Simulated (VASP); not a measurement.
# AlRu (P4/mmm) in VASP: notebook

AlRu is run at these levels: PBE; tasks: relaxation of cell and atoms, single point.

Program: VASP 6.6.1. These are calculated values, not measurements. Logs are shortened: lines on timing, memory, paths and dates and some standing lists are left out, and cuts for length are marked.

### Step 1. The cell of the first run

Symmetry: P4/mmm, No. 123, tetragonal system. Conventional cell: a = 3.552 Å, b = 3.552 Å, c = 2.571 Å, α = 90.00°, β = 90.00°, γ = 90.00°. Within 3.3 Å of Al (site symmetry 4/mmm) lie 4 Ru at 2.51 Å and 2 Al at 2.57 Å. Ru (site symmetry 4/mmm) has 4 Al at 2.51 Å and 2 Ru at 2.57 Å within 3.3 Å.

### Step 2. Relaxation of cell and atoms, PBE

INCAR reads:

```
SYSTEM = AlRu
PREC     = Accurate       ! precision mode
ENCUT    = 600            ! plane-wave cutoff, eV
EDIFF    = 1E-6           ! SCF threshold, eV
ISMEAR   = 0              ! smearing method
SIGMA    = 0.1            ! smearing width, eV
LREAL    = .False.        ! projectors in reciprocal space
LASPH    = .True.         ! aspherical terms in the spheres
NELM     = 80             ! most SCF steps
ALGO     = Normal         ! electronic algorithm
ISIF     = 3              ! what is computed and relaxed
LWAVE    = .False.        ! write WAVECAR
LCHARG   = .False.        ! write CHGCAR
GGA      = PE             ! functional
IBRION   = 2              ! ionic algorithm
NSW      = 90             ! ionic steps
EDIFFG   = -0.04          ! ionic threshold
```

KPOINTS reads:

```
regular mesh
0
Gamma
  6 6 6
  0 0 0
```

POSCAR reads:

```
AlRu
1.0
    3.5517847202      0.0000000000      0.0000000000
    0.0000000000      3.5517847202      0.0000000000
    0.0000000000      0.0000000000      2.5710981367
Al Ru
1 1
Direct
    0.0000000000      0.0000000000      0.0000000000
    0.5000000000      0.5000000000      0.0000000000
```

Potentials or basis: VASP PAW PBE potentials, release 64 (Al, Ru_pv).

Launch:

```console
$ cat potpaw_PBE.64/Al/POTCAR potpaw_PBE.64/Ru_pv/POTCAR > POTCAR
$ mpirun -np 1 vasp_std > vasp.out
```

OUTCAR:

```text
SYSTEM = AlRu
   PREC = Accurate
   ENCUT = 600
   EDIFF = 1E-6
   ISMEAR = 0
   LREAL = .False.
   LASPH = .True.
   NELM = 80
   ISIF = 3
   GGA = PE
   IBRION = 2
   NSW = 90
   EDIFFG = -0.04

 ion  position               nearest neighbor table
   1  0.000  0.000  0.000-   2 2.51   2 2.51   2 2.51   2 2.51
   2  0.500  0.500  0.000-   1 2.51   1 2.51   1 2.51   1 2.51

  LATTYP: Found a simple tetragonal cell.
 ALAT       =     3.5517847202
 C/A-ratio  =     0.7238890696

  Lattice vectors:

 A1 = (   3.5517847202,   0.0000000000,   0.0000000000)
 A2 = (   0.0000000000,   3.5517847202,   0.0000000000)
 A3 = (   0.0000000000,   0.0000000000,   2.5710981367)

Analysis of symmetry for initial positions (statically):
=====================================================================
 Subroutine PRICEL returns:
 Original cell was already a primitive cell.

 Routine SETGRP: Setting up the symmetry group for a
 simple tetragonal supercell.

 Subroutine GETGRP returns: Found 16 space group operations
 (whereof 16 operations were pure point group operations)
 out of a pool of 16 trial point group operations.

The static configuration has the point symmetry D_4h.

Analysis of symmetry for dynamics (positions and initial velocities):
=====================================================================
 Subroutine PRICEL returns:
 Original cell was already a primitive cell.

 Routine SETGRP: Setting up the symmetry group for a
 simple tetragonal supercell.

 Subroutine GETGRP returns: Found 16 space group operations
 (whereof 16 operations were pure point group operations)
 out of a pool of 16 trial point group operations.

The dynamic configuration has the point symmetry D_4h.

 Subroutine INISYM returns: Found 16 space group operations
 (whereof 16 operations are pure point group operations),
 and found     1 'primitive' translations

----------------------------------------------------------------------------------------

                                     Primitive cell

  volume of cell :      32.4349

  direct lattice vectors                    reciprocal lattice vectors
     3.551784720  0.000000000  0.000000000     0.281548596  0.000000000  0.000000000
     0.000000000  3.551784720  0.000000000     0.000000000  0.281548596  0.000000000
     0.000000000  0.000000000  2.571098137     0.000000000  0.000000000  0.388938868

  length of vectors
     3.551784720  3.551784720  2.571098137     0.281548596  0.281548596  0.388938868

  position of ions in fractional coordinates (direct lattice)
     0.000000000  0.000000000  0.000000000
     0.500000000  0.500000000  0.000000000

  ion indices of the primitive-cell ions
   primitive index   ion index
                 1           1
                 2           2

----------------------------------------------------------------------------------------

 KPOINTS: regular mesh

Automatic generation of k-mesh.
 Grid dimensions read from file:
 generate k-points for:    6    6    6

 Generating k-lattice:

  Cartesian coordinates                     Fractional coordinates (reciprocal lattice)
     0.046924766  0.000000000  0.000000000     0.166666667  0.000000000  0.000000000
     0.000000000  0.046924766  0.000000000     0.000000000  0.166666667  0.000000000
     0.000000000  0.000000000  0.064823145     0.000000000  0.000000000  0.166666667

  Length of vectors
     0.046924766  0.046924766  0.064823145

  Shift w.r.t. Gamma in fractional coordinates (k-lattice)
     0.000000000  0.000000000  0.000000000

 Subroutine IBZKPT returns following result:
 ===========================================

 Found     40 irreducible k-points:

 Following reciprocal coordinates:
            Coordinates               Weight
  0.000000  0.000000  0.000000      1.000000
  0.166667  0.000000  0.000000      4.000000
  0.333333  0.000000  0.000000      4.000000
  0.500000  0.000000  0.000000      2.000000
  0.166667  0.166667  0.000000      4.000000
  0.333333  0.166667  0.000000      8.000000
[... 16 lines left out ...]
  0.333333  0.000000  0.333333      8.000000
  0.500000  0.000000  0.333333      4.000000
 [... further k-points ...]
   k-points           NKPTS =     40   k-points in BZ     NKDIM =     40   number of bands    NBANDS=     12
   number of dos      NEDOS =    301   number of ions     NIONS =      2
   total plane-waves  NPLWV =  18816
   dimension x,y,z NGX =    28 NGY =   28 NGZ =   24
   dimension x,y,z NGXF=    56 NGYF=   56 NGZF=   48
   ions per type =               1   1
   NGX,Y,Z   is equivalent  to a cutoff of  13.11, 13.11, 15.52 a.u.
   NGXF,Y,Z  is equivalent  to a cutoff of  26.21, 26.21, 31.04 a.u.
 SYSTEM =  AlRu
   PREC   = accura    normal or accurate (medium, high low for compatibility)
   ISTART =      0    job   : 0-new  1-cont  2-samecut
   ICHARG =      2    charge: 1-file 2-atom 10-const
   ISPIN  =      1    spin polarized calculation?
   LNONCOLLINEAR =      F non collinear calculations
   LSORBIT =      F    spin-orbit coupling
   LASPH  =      T    aspherical Exc in radial PAW
   ENCUT  =  600.0 eV  44.10 Ry    6.64 a.u.   7.09  7.09  5.14*2*pi/ulx,y,z
   NELM   =     80;   NELMIN=  2; NELMDL= -5     # of ELM steps
   EDIFF  = 0.1E-05   stopping-criterion for ELM
   LREAL  =      F    real-space projection
   EDIFFG = -.4E-01   stopping-criterion for IOM
   NSW    =     90    number of steps for IOM
   IBRION =      2    ionic relax: 0-MD 1-quasi-New 2-CG
   NFREE  =      1    steps in history (QN), initial steepest desc. (CG)
   ISIF   =      3    stress and relaxation
   ISYM   =      2    0-nonsym 1-usesym 2-fastsym
   POTIM  = 0.5000    time-step for ionic-motion
   TEBEG  =    0.0;   TEEND  =   0.0 temperature during run
   PSTRESS=    0.0 pullay stress
   NELECT =      17.0000    total number of electrons
   NUPDOWN=      -1.0000    fix difference up-down
   EMIN   =  10.00;   EMAX   =-10.00  energy-range for DOS
   EFERMI =   0.00;   METHOD = LEGACY
   ISMEAR =     0;   SIGMA  =   0.10  broadening in eV -4-tet -1-fermi 0-gaus
   EFERMI_NEDOS =   21; number of points for ismear=-14 and -15
   IALGO  =     38    algorithm
   IMIX   =      4    mixing-type and parameters
     AMIX     =   0.40;   BMIX     =  1.00
     AMIX_MAG =   1.60;   BMIX_MAG =  1.00
  volume/ion in A,a.u.               =      16.22       109.44
  Fermi-wavevector in a.u.,A,eV,Ry     =   1.319939  2.494323 23.704597  1.742239
  Thomas-Fermi vector in A             =   2.449801
   LORBIT       =      0    0 simple, 1 ext, 2 COOP (PROOUT), +10 PAW based schemes
   GGA     = PE    functional components
   LHFCALC =     F    Hartree Fock is set to
   AEXX    =    0.0000 exact exchange contribution
   IVDW    =     0    specifies the selected vdW correction
   LEPSILON=     F    determine dielectric tensor
   LRPA    =     F    only Hartree local field effects (RPA)
 conjugate gradient relaxation of ions
 non-spin polarized calculation
 Gauss-broadening in eV      SIGMA  =   0.10
  energy-cutoff  :      600.00
  volume of cell :       32.43
 maximum number of plane-waves:      1100
   NGX = 15   NGY = 15   NGZ = 11

--------------------------------------- Ionic step        1  -------------------------------------------

 number of electron      17.0000003 magnetization

 Free energy of the ion-electron system (eV)
  ---------------------------------------------------
  ext. energy  EPLUGINS =         0.00000000
  ---------------------------------------------------
  free energy    TOTEN  =       -11.95224111 eV

  energy without entropy =      -11.94205031  energy(sigma->0) =      -11.94714571

------------------------ aborting loop because EDIFF is reached ----------------------------------------

  FORCE on cell =-STRESS in cart. coord.  units (eV):
  Direction    XX          YY          ZZ          XY          YZ          ZX
  --------------------------------------------------------------------------------------
  -------------------------------------------------------------------------------------
  Total       -0.6484234     -0.6484234      1.6703378      0.0000000     -0.0000000      0.0000000
  in kB      -32.0300285    -32.0300285     82.5093137      0.0000000     -0.0000000      0.0000000
  external PRESSURE =       6.1497523 kB  Pullay stress =       0.0000000 kB

 VOLUME and BASIS-vectors are now :
 -----------------------------------------------------------------------------
  energy-cutoff  :      600.00
  volume of cell :       32.43
      direct lattice vectors                 reciprocal lattice vectors
     3.551784720  0.000000000  0.000000000     0.281548596  0.000000000  0.000000000
     0.000000000  3.551784720  0.000000000     0.000000000  0.281548596  0.000000000
     0.000000000  0.000000000  2.571098137     0.000000000  0.000000000  0.388938868
[... 37 lines left out ...]
 POSITION                                       TOTAL-FORCE (eV/Angst)
 -----------------------------------------------------------------------------------
      0.00000      0.00000      0.00000         0.000000     -0.000000      0.000000
      1.74812      1.74812      0.00000         0.000000      0.000000      0.000000
 -----------------------------------------------------------------------------------
    total drift:                                0.000000      0.000000     -0.000000

  FREE ENERGIE OF THE ION-ELECTRON SYSTEM (eV)
  ---------------------------------------------------
  free  energy   TOTEN  =       -11.9945137635 eV

  energy  without entropy=      -11.9883438681  energy(sigma->0) =      -11.99142882

--------------------------------------- Ionic step        3  -------------------------------------------

 number of electron      16.9999995 magnetization

 Free energy of the ion-electron system (eV)
  ---------------------------------------------------
  ext. energy  EPLUGINS =         0.00000000
  ---------------------------------------------------
  free energy    TOTEN  =       -11.99481146 eV

  energy without entropy =      -11.98920146  energy(sigma->0) =      -11.99200646

 E-fermi :   8.6029     XC(G=0): -11.4809

 val. band max:        8.5742220342   @ k =   0.5000   0.0000   0.1667
 cond. band min:       8.6140221564   @ k =   0.5000   0.5000   0.5000
 fundamental gap:      0.0398001222
 Fermi energy:         8.6028988088

 k-point     1 :       0.0000    0.0000    0.0000
  band No.  band energies     occupation
      1     -33.6428      2.00000
      2     -33.6428      2.00000
      3     -33.2066      2.00000
      4      -0.5121      2.00000
      5       5.0724      2.00000
      6       5.0801      2.00000
      7       6.7525      2.00000
      8       9.1515      0.00000
      9       9.1515      0.00000
     10      11.0466      0.00000
     11      11.0466      0.00000
     12      14.3551      0.00000

 k-point     2 :       0.1667    0.0000    0.0000
  band No.  band energies     occupation
      1     -33.6529      2.00000
      2     -33.6422      2.00000
      3     -33.2061      2.00000
      4      -0.1349      2.00000
      5       5.0605      2.00000
      6       5.1156      2.00000
      7       6.3211      2.00000
      8       9.0412      0.00000
      9       9.1673      0.00000
     10       9.5855      0.00000
     11      11.9721      0.00000
     12      15.5910      0.00000
[... 316 lines left out ...]
 k-point    24 :       0.5000    0.0000    0.3333
  band No.  band energies     occupation
      1     -33.6410      2.00000
      2     -33.6350      2.00000
      3     -33.5958      2.00000
      4       3.3727      2.00000
      5       4.7250      2.00000
      6       6.1368      2.00000
      7       7.0883      2.00000
      8       7.3481      2.00000
      9       8.2217      2.00000
     10       8.9339      0.00000
     11      12.2472      0.00000
     12      15.7709      0.00000

 [... further k-points ...]

------------------------ aborting loop because EDIFF is reached ----------------------------------------

  FORCE on cell =-STRESS in cart. coord.  units (eV):
  Direction    XX          YY          ZZ          XY          YZ          ZX
  --------------------------------------------------------------------------------------
  -------------------------------------------------------------------------------------
  Total        0.0215854      0.0215854     -0.0286833      0.0000000      0.0000000      0.0000000
  in kB        1.0582952      1.0582952     -1.4062938      0.0000000      0.0000000      0.0000000
  external PRESSURE =       0.2367655 kB  Pullay stress =       0.0000000 kB

 VOLUME and BASIS-vectors are now :
 -----------------------------------------------------------------------------
  energy-cutoff  :      600.00
  volume of cell :       32.68
      direct lattice vectors                 reciprocal lattice vectors
     3.500050327  0.000000000  0.000000000     0.285710177  0.000000000  0.000000000
     0.000000000  3.500050327  0.000000000     0.000000000  0.285710177  0.000000000
     0.000000000 -0.000000000  2.667569191     0.000000000  0.000000000  0.374873125

 POSITION                                       TOTAL-FORCE (eV/Angst)
 -----------------------------------------------------------------------------------
      0.00000      0.00000      0.00000         0.000000     -0.000000      0.000000
      1.75003      1.75003      0.00000         0.000000      0.000000      0.000000
 -----------------------------------------------------------------------------------
    total drift:                                0.000000      0.000000     -0.000000

  FREE ENERGIE OF THE ION-ELECTRON SYSTEM (eV)
  ---------------------------------------------------
  free  energy   TOTEN  =       -11.9948114650 eV

  energy  without entropy=      -11.9892014614  energy(sigma->0) =      -11.99200646

 reached required accuracy - stopping structural energy minimisation
```

Run time: 18 s. Hardware: 1 thread of Intel Xeon Platinum 8559C (Emerald Rapids), shared host; peak memory 0.17 GiB.

Results:

* Free energy: -11.9948 eV
* Relaxed volume: 16.34 Å³/atom
* Relaxed cell: a = 3.500 Å, b = 3.500 Å, c = 2.668 Å, α = 90.00°, β = 90.00°, γ = 90.00°
* Space group after relaxing (to 0.05 Å): P4/mmm (No. 123)
* Energy gained by relaxing: 21.3 meV/atom
* Ionic steps: 3
* Pressure after relaxing: 0.0 GPa

Stress tensor (GPa, compression positive):
```
 0.11  0.00  0.00
 0.00  0.11  0.00
 0.00  0.00 -0.14
```

Step by step:
| step | energy change (eV) | largest force (eV/Å) | pressure (GPa) | volume (Å³) |
| --- | --- | --- | --- | --- |
| 1 | 0.0000 | 0.0000 | 0.61 | 32.43 |
| 2 | -0.0423 | 0.0000 | 0.04 | 32.69 |
| 3 | -0.0426 | 0.0000 | 0.02 | 32.68 |

Final structure:
```yaml
crystal:
  lattice:
    - [3.50005, 0.00000, 0.00000]
    - [0.00000, 3.50005, 0.00000]
    - [0.00000, 0.00000, 2.66757]
  atoms:
    - { symbol: Al, position: [0.00000, 0.00000, 0.00000] }
    - { symbol: Ru, position: [0.50000, 0.50000, 0.00000] }
```

Caveat: the k points lie up to 0.39 Å⁻¹ apart in the final cell.

(Continued in part 2 of 2.)
